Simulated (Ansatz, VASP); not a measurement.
**CsPtS: VASP beside Ansatz**

```xyz
3
Lattice="4.3641 0.0000 0.0000 0.0000 4.3641 0.0000 0.0000 0.0000 4.4450" Properties=species:S:1:pos:R:3 pbc="T T T"
Cs    0.0000    0.0000    0.0000
Pt    2.1821    2.1821    0.0000
S     2.1821    2.1821    2.2225
```

Change from the starting cell: species swapped into the DyCoC type (P4/mmm, No. 123).

Alike in both runs: task relaxation of cell and atoms; functional PBE; k mesh 4 × 4 × 4; occupations gaussian, width 0.1 eV; no spin polarisation.

```csv
,VASP,Ansatz
version,VASP 6.6.1,Ansatz 0.2.0
potentials or method,"VASP PAW PBE potentials, release 64 (Cs_sv, Pt, S), cutoff 600 eV","scalar-relativistic, plane waves, PAW"
valence electrons in the cell,25,33
```

```csv
,VASP,Ansatz,Ansatz less VASP
"gap on the k mesh at the Fermi level, each at its own relaxed structure (eV)",none,none,-
relaxed volume (Å³/atom),38.14,37.53,-0.612
relaxed length of the cell vector where the two differ most in proportion (Å),5.148,5.104,-0.0446
```

A gap of «none» marks a metal or a gap that the smearing closes. VASP's potentials hold 25 valence electrons a cell and Ansatz's 33, so a difference there can come from the potentials and not from the codes.

Neither program's run includes spin-orbit coupling. Noted on VASP's run: the volume moved by over 15 % at a fixed basis, so the end points are rough.
